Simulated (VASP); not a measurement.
# Al (P6_3/mmc) in VASP: notebook

Runs on Al. Level: LDA. Tasks: single point.

Program: VASP 6.6.1. These are calculated values, not measurements. Logs are shortened: lines on timing, memory, paths and dates and some standing lists are left out, and cuts for length are marked.

## 1. The cell of the first run

Symmetry: P6_3/mmc, No. 194, hexagonal system. The conventional cell has a = 2.760 Å, b = 2.760 Å, c = 4.452 Å, α = 90.00°, β = 90.00°, γ = 120.00°. Al (site symmetry -6m2) has 12 Al at 2.74 to 2.76 Å within 3.6 Å.

## 2. Single point, LDA

File INCAR:

```
SYSTEM = Al
PREC = Accurate
ENCUT = 520
EDIFF = 1E-7
ISMEAR = 0
SIGMA = 0.15
LREAL = .False.
LASPH = .True.
NELM = 80
ALGO = Normal
ISIF = 2
LWAVE = .False.
LCHARG = .False.
NBANDS = 10
```

File KPOINTS:

```
Automatic mesh
0
Gamma
  18 18 10
  0 0 0
```

File POSCAR:

```
Al
1.0
    2.7604000000      0.0000000000      0.0000000000
   -1.3802000000      2.3905765246      0.0000000000
    0.0000000000      0.0000000000      4.4519000000
Al
2
Direct
    0.6666666667      0.3333333333      0.7500000000
    0.3333333333      0.6666666667      0.2500000000
```

Potentials or basis: VASP PAW LDA potentials, release 64 (Al).

The run is started by

```
cat potpaw_LDA.64/Al/POTCAR > POTCAR
mpirun -np 1 vasp_std > vasp.out
```

OUTCAR:

```text
SYSTEM = Al
   PREC = Accurate
   ENCUT = 520
   EDIFF = 1E-7
   ISMEAR = 0
   LREAL = .False.
   LASPH = .True.
   NELM = 80
   ISIF = 2

 ion  position               nearest neighbor table
   1  0.667  0.333  0.750-   2 2.74   2 2.74   2 2.74   2 2.74   2 2.74   2 2.74
   2  0.333  0.667  0.250-   1 2.74   1 2.74   1 2.74   1 2.74   1 2.74   1 2.74

  LATTYP: Found a hexagonal cell.
 ALAT       =     2.7604000000
 C/A-ratio  =     1.6127735111

  Lattice vectors:

 A1 = (   2.7604000000,   0.0000000000,   0.0000000000)
 A2 = (  -1.3802000000,   2.3905765246,   0.0000000000)
 A3 = (   0.0000000000,   0.0000000000,   4.4519000000)

Analysis of symmetry for initial positions (statically):
=====================================================================
 Subroutine PRICEL returns:
 Original cell was already a primitive cell.

 Routine SETGRP: Setting up the symmetry group for a
 hexagonal supercell.

 Subroutine GETGRP returns: Found 24 space group operations
 (whereof 12 operations were pure point group operations)
 out of a pool of 24 trial point group operations.

The static configuration has the point symmetry D_3d.
 The point group associated with its full space group is D_6h.

Analysis of symmetry for dynamics (positions and initial velocities):
=====================================================================
 Subroutine PRICEL returns:
 Original cell was already a primitive cell.

 Routine SETGRP: Setting up the symmetry group for a
 hexagonal supercell.

 Subroutine GETGRP returns: Found 24 space group operations
 (whereof 12 operations were pure point group operations)
 out of a pool of 24 trial point group operations.

The dynamic configuration has the point symmetry D_3d.
 The point group associated with its full space group is D_6h.

 Subroutine INISYM returns: Found 24 space group operations
 (whereof 12 operations are pure point group operations),
 and found     1 'primitive' translations

----------------------------------------------------------------------------------------

                                     Primitive cell

  volume of cell :      29.3779

  direct lattice vectors                    reciprocal lattice vectors
     2.760400000  0.000000000  0.000000000     0.362266338  0.209154568  0.000000000
    -1.380200000  2.390576525  0.000000000     0.000000000  0.418309136  0.000000000
     0.000000000  0.000000000  4.451900000     0.000000000  0.000000000  0.224623195

  length of vectors
     2.760400000  2.760400000  4.451900000     0.418309136  0.418309136  0.224623195

  position of ions in fractional coordinates (direct lattice)
     0.666666667  0.333333333  0.750000000
     0.333333333  0.666666667  0.250000000

  ion indices of the primitive-cell ions
   primitive index   ion index
                 1           1
                 2           2

----------------------------------------------------------------------------------------

 KPOINTS: Automatic mesh

Automatic generation of k-mesh.
 Grid dimensions read from file:
 generate k-points for:   18   18   10

 Generating k-lattice:

  Cartesian coordinates                     Fractional coordinates (reciprocal lattice)
     0.020125908  0.011619698  0.000000000     0.055555556  0.000000000  0.000000000
     0.000000000  0.023239396  0.000000000     0.000000000  0.055555556  0.000000000
     0.000000000  0.000000000  0.022462319     0.000000000  0.000000000  0.100000000

  Length of vectors
     0.023239396  0.023239396  0.022462319

  Shift w.r.t. Gamma in fractional coordinates (k-lattice)
     0.000000000  0.000000000  0.000000000

 Subroutine IBZKPT returns following result:
 ===========================================

 Found    222 irreducible k-points:

 Following reciprocal coordinates:
            Coordinates               Weight
  0.000000  0.000000  0.000000      1.000000
  0.055556  0.000000  0.000000      6.000000
  0.111111  0.000000  0.000000      6.000000
  0.166667  0.000000  0.000000      6.000000
  0.222222  0.000000  0.000000      6.000000
  0.277778  0.000000  0.000000      6.000000
[... 16 lines left out ...]
  0.333333  0.111111  0.000000     12.000000
  0.388889  0.111111  0.000000     12.000000
 [... further k-points ...]
   k-points           NKPTS =    222   k-points in BZ     NKDIM =    222   number of bands    NBANDS=     10
   number of dos      NEDOS =    301   number of ions     NIONS =      2
   total plane-waves  NPLWV =  20736
   dimension x,y,z NGX =    24 NGY =   24 NGZ =   36
   dimension x,y,z NGXF=    48 NGYF=   48 NGZF=   72
   ions per type =               2
   NGX,Y,Z   is equivalent  to a cutoff of  14.45, 14.45, 13.44 a.u.
   NGXF,Y,Z  is equivalent  to a cutoff of  28.91, 28.91, 26.89 a.u.
 SYSTEM =  Al
   PREC   = accura    normal or accurate (medium, high low for compatibility)
   ISTART =      0    job   : 0-new  1-cont  2-samecut
   ICHARG =      2    charge: 1-file 2-atom 10-const
   ISPIN  =      1    spin polarized calculation?
   LNONCOLLINEAR =      F non collinear calculations
   LSORBIT =      F    spin-orbit coupling
   LASPH  =      T    aspherical Exc in radial PAW
   ENCUT  =  520.0 eV  38.22 Ry    6.18 a.u.   5.13  5.13  8.28*2*pi/ulx,y,z
   NELM   =     80;   NELMIN=  2; NELMDL= -5     # of ELM steps
   EDIFF  = 0.1E-06   stopping-criterion for ELM
   LREAL  =      F    real-space projection
   EDIFFG = 0.1E-05   stopping-criterion for IOM
   NSW    =      0    number of steps for IOM
   IBRION =     -1    ionic relax: 0-MD 1-quasi-New 2-CG
   NFREE  =      0    steps in history (QN), initial steepest desc. (CG)
   ISIF   =      2    stress and relaxation
   ISYM   =      2    0-nonsym 1-usesym 2-fastsym
   POTIM  = 0.5000    time-step for ionic-motion
   TEBEG  =    0.0;   TEEND  =   0.0 temperature during run
   PSTRESS=    0.0 pullay stress
   NELECT =       6.0000    total number of electrons
   NUPDOWN=      -1.0000    fix difference up-down
   EMIN   =  10.00;   EMAX   =-10.00  energy-range for DOS
   EFERMI =   0.00;   METHOD = LEGACY
   ISMEAR =     0;   SIGMA  =   0.15  broadening in eV -4-tet -1-fermi 0-gaus
   EFERMI_NEDOS =   21; number of points for ismear=-14 and -15
   IALGO  =     38    algorithm
   IMIX   =      4    mixing-type and parameters
     AMIX     =   0.40;   BMIX     =  1.00
     AMIX_MAG =   1.60;   BMIX_MAG =  1.00
  volume/ion in A,a.u.               =      14.69        99.13
  Fermi-wavevector in a.u.,A,eV,Ry     =   0.964092  1.821870 12.646258  0.929474
  Thomas-Fermi vector in A             =   2.093694
   LORBIT       =      0    0 simple, 1 ext, 2 COOP (PROOUT), +10 PAW based schemes
   GGA     = CA    functional components
   LHFCALC =     F    Hartree Fock is set to
   AEXX    =    0.0000 exact exchange contribution
   IVDW    =     0    specifies the selected vdW correction
   LEPSILON=     F    determine dielectric tensor
   LRPA    =     F    only Hartree local field effects (RPA)
 non-spin polarized calculation
 Gauss-broadening in eV      SIGMA  =   0.15
  energy-cutoff  :      520.00
  volume of cell :       29.38
 maximum number of plane-waves:       808
 NGX is ok and might be reduce to    24
   NGX = 11   NGY = 11   NGZ = 17

 number of electron       6.0000000 magnetization

 Free energy of the ion-electron system (eV)
  ---------------------------------------------------
  ext. energy  EPLUGINS =         0.00000000
  ---------------------------------------------------
  free energy    TOTEN  =        -8.25653967 eV

  energy without entropy =       -8.24704566  energy(sigma->0) =       -8.25179266

 E-fermi :   9.0589     XC(G=0): -10.7823

 val. band max:        9.0448400830   @ k =   0.3333   0.2222   0.1000
 cond. band min:       9.0752707310   @ k =   0.2778   0.0000   0.2000
 fundamental gap:      0.0304306480
 Fermi energy:         9.0588647987

 k-point     1 :       0.0000    0.0000    0.0000
  band No.  band energies     occupation
      1      -2.8752      2.00000
      2       4.1091      2.00000
      3       4.6511      2.00000
      4      20.2757      0.00000
      5      20.2757      0.00000
      6      20.4704      0.00000
      7      20.4704      0.00000
      8      21.8773      0.00000
      9      24.0247      0.00000
     10      25.1586      0.00000

 k-point     2 :       0.0556    0.0000    0.0000
  band No.  band energies     occupation
      1      -2.7956      2.00000
      2       4.1821      2.00000
      3       4.7280      2.00000
      4      18.5481      0.00000
      5      19.2356      0.00000
      6      20.4414      0.00000
      7      21.6367      0.00000
      8      22.6061      0.00000
      9      24.4788      0.00000
     10      24.6653      0.00000

 k-point     3 :       0.1111    0.0000    0.0000
  band No.  band energies     occupation
      1      -2.5569      2.00000
      2       4.4011      2.00000
      3       4.9574      2.00000
      4      16.3708      0.00000
      5      18.2375      0.00000
      6      19.5969      0.00000
      7      22.5796      0.00000
      8      22.6587      0.00000
      9      22.9688      0.00000
     10      24.0061      0.00000

 k-point     4 :       0.1667    0.0000    0.0000
  band No.  band energies     occupation
      1      -2.1601      2.00000
      2       4.7661      2.00000
      3       5.3353      2.00000
      4      14.2124      0.00000
      5      17.3728      0.00000
      6      18.5913      0.00000
      7      20.5043      0.00000
      8      21.2992      0.00000
      9      23.4764      0.00000
     10      23.5767      0.00000
[... 222 lines left out ...]
 k-point    22 :       0.2778    0.1111    0.0000
  band No.  band energies     occupation
      1       0.1935      2.00000
      2       6.9562      2.00000
      3       7.2079      2.00000
      4       8.8944      1.87889
      5      12.4096      0.00000
      6      14.9012      0.00000
      7      15.9170      0.00000
      8      19.0180      0.00000
      9      19.6784      0.00000
     10      20.6271      0.00000

 k-point    23 :       0.3333    0.1111    0.0000
  band No.  band energies     occupation
      1       1.1989      2.00000
      2       6.4762      2.00000
      3       7.9012      2.00000
      4       8.8389      1.96190
      5      11.9432      0.00000
      6      13.2424      0.00000
      7      14.5165      0.00000
      8      18.6256      0.00000
      9      19.3665      0.00000
     10      20.2914      0.00000

 k-point    24 :       0.3889    0.1111    0.0000
  band No.  band energies     occupation
      1       2.3472      2.00000
      2       5.0356      2.00000
      3       8.9742      1.57547
      4       9.7070      0.00000
      5      11.4345      0.00000
      6      11.7365      0.00000
      7      13.4561      0.00000
      8      18.3924      0.00000
      9      19.1775      0.00000
     10      20.0867      0.00000

 [... further k-points ...]

------------------------ aborting loop because EDIFF is reached ----------------------------------------

  FORCE on cell =-STRESS in cart. coord.  units (eV):
  Direction    XX          YY          ZZ          XY          YZ          ZX
  --------------------------------------------------------------------------------------
  -------------------------------------------------------------------------------------
  Total        1.3882579      1.3882579      1.6176303     -0.0000000     -0.0000000      0.0000000
  in kB       75.7112946     75.7112946     88.2205538     -0.0000000     -0.0000000      0.0000000
  external PRESSURE =      79.8810476 kB  Pullay stress =       0.0000000 kB

 VOLUME and BASIS-vectors are now :
 -----------------------------------------------------------------------------
  energy-cutoff  :      520.00
  volume of cell :       29.38
      direct lattice vectors                 reciprocal lattice vectors
     2.760400000  0.000000000  0.000000000     0.362266338  0.209154568  0.000000000
    -1.380200000  2.390576525  0.000000000     0.000000000  0.418309136  0.000000000
     0.000000000  0.000000000  4.451900000     0.000000000  0.000000000  0.224623195

 POSITION                                       TOTAL-FORCE (eV/Angst)
 -----------------------------------------------------------------------------------
      1.38020      0.79686      3.33893         0.000000     -0.000000      0.000000
     -0.00000      1.59372      1.11298        -0.000000      0.000000      0.000000
 -----------------------------------------------------------------------------------
    total drift:                               -0.000000      0.000000     -0.000000

  FREE ENERGIE OF THE ION-ELECTRON SYSTEM (eV)
  ---------------------------------------------------
  free  energy   TOTEN  =        -8.2565396696 eV

  energy  without entropy=       -8.2470456597  energy(sigma->0) =       -8.25179266
```

It took 17 s on 1 thread of Intel Xeon 6975P-C (Granite Rapids), shared host; peak memory 0.17 GiB.

What came out:

```yaml
Free_energy: -8.2565 eV
Pressure: 8.0 GPa
Band_gap_on_the_k_mesh: zero (band 3 reaches 13.61 eV, above the bottom of band 4 at 5.66 eV)
```

Levels at points of the mesh, in eV from the Fermi level:
```csv
k point,band 1,band 2,band 3,band 4,band 5,band 6,band 7
"(0.00, 0.00, 0.00)",-11.93,-4.95,-4.41,11.22,11.22,11.41,11.41
"(0.50, 0.00, 0.00)",-5.70,-5.60,0.61,1.41,1.44,2.08,5.93
"(0.00, 0.00, 0.50)",-10.09,-10.09,3.91,3.91,12.31,12.31,12.31
"(0.50, 0.00, 0.50)",-4.29,-4.29,-3.39,-3.39,7.48,7.48,7.87
```

## 3. Single point, LDA

This run uses another cell than the first one, of 14.81 Å³/atom, 1.008 times its volume.

File INCAR:

```
PREC = Accurate
ENCUT = 520
EDIFF = 1E-6
ISMEAR = 0
SIGMA = 0.15
LREAL = F
LASPH = T
NELM = 80
ALGO = Normal
ISIF = 2
LWAVE = F
LCHARG = F
GGA = CA
NBANDS = 10
```

File KPOINTS:

```
Automatic mesh
0
Gamma
  18 18 10
```

File POSCAR:

```
Al
1.0
    2.7184000000      0.0000000000      0.0000000000
   -1.3592000000      2.3542034577      0.0000000000
    0.0000000000      0.0000000000      4.6277000000
Al
2
Direct
    0.6666666667      0.3333333333      0.7500000000
    0.3333333333      0.6666666667      0.2500000000
```

Potentials or basis: VASP PAW LDA potentials, release 64 (Al).

The run is started by

```
cat potpaw_LDA.64/Al/POTCAR > POTCAR
mpirun -np 1 vasp_std > vasp.out
```

It took 15 s on 1 thread of Intel Xeon 6975P-C (Granite Rapids), shared host; peak memory 0.16 GiB.

Results (log left out):

* Free energy: -8.2650 eV
* Pressure: 7.3 GPa
* Band gap on the k mesh: zero (band 3 reaches 12.94 eV, above the bottom of band 4 at 5.71 eV)

Stress tensor (GPa, compression positive):
```
7.96 0.00 0.00
0.00 7.96 0.00
0.00 0.00 5.84
```

Levels at points of the mesh, in eV from the Fermi level:
```tsv
k point	band 1	band 2	band 3	band 4	band 5	band 6	band 7
(0.00, 0.00, 0.00)	-11.87	-5.22	-5.07	11.98	12.10	12.10	12.10
(0.50, 0.00, 0.00)	-5.40	-5.39	0.59	0.92	1.34	1.72	6.61
(0.00, 0.00, 0.50)	-10.15	-10.15	2.85	2.85	12.95	12.95	12.95
(0.50, 0.00, 0.50)	-4.17	-4.17	-3.25	-3.25	7.73	7.73	8.04
```

## 4. Single point, LDA

This run uses another cell than the first one, of 14.66 Å³/atom, 0.998 times its volume.

File INCAR:

```
SYSTEM = Al
PREC = Accurate
ENCUT = 520
EDIFF = 1E-6
ISMEAR = 0
SIGMA = 0.15
LREAL = .FALSE.
LASPH = .TRUE.
NELM = 80
ALGO = Fast
ISIF = 2
LWAVE = .FALSE.
LCHARG = .TRUE.
GGA = CA
LELF = .TRUE.
LVHAR = .TRUE.
NBANDS = 10
```

File KPOINTS:

```
regular mesh
0
G
  18 18 10
  0 0 0
```

File POSCAR:

```
Al
1.0
    2.7394000000      0.0000000000      0.0000000000
   -1.3697000000      2.3723899911      0.0000000000
    0.0000000000      0.0000000000      4.5105000000
Al
2
Direct
    0.6666666667      0.3333333333      0.7500000000
    0.3333333333      0.6666666667      0.2500000000
```

The run is started by

```
cat potpaw_LDA.64/Al/POTCAR > POTCAR
mpirun -np 1 vasp_std > vasp.out
```

Run time: 18 s. Hardware: 1 thread of Intel Xeon 6975P-C (Granite Rapids), shared host; peak memory 0.15 GiB.

The run converged. Its results:

```yaml
Free_energy: -8.2538 eV
Pressure: 8.2 GPa
Band_gap_on_the_k_mesh: zero (band 3 reaches 13.37 eV, above the bottom of band 4 at 5.73 eV)
```

Stress tensor (GPa, compression positive):
```
8.31 0.00 0.00
0.00 8.31 0.00
0.00 0.00 8.10
```

Levels at points of the mesh, in eV from the Fermi level:
```
           k point  band 1  band 2  band 3  band 4  band 5  band 6  band 7  band 8
(0.00, 0.00, 0.00)  -11.95   -5.08   -4.68   11.60   11.60   11.70   11.70   12.57
(0.50, 0.00, 0.00)   -5.61   -5.55    0.59    1.25    1.36    1.95    6.21    8.15
(0.00, 0.00, 0.50)  -10.15  -10.15    3.50    3.50   12.59   12.59   12.59   12.59
(0.50, 0.00, 0.50)   -4.26   -4.26   -3.35   -3.35    7.72    7.72    7.84    7.84
```

(Continued in part 2 of 2.)
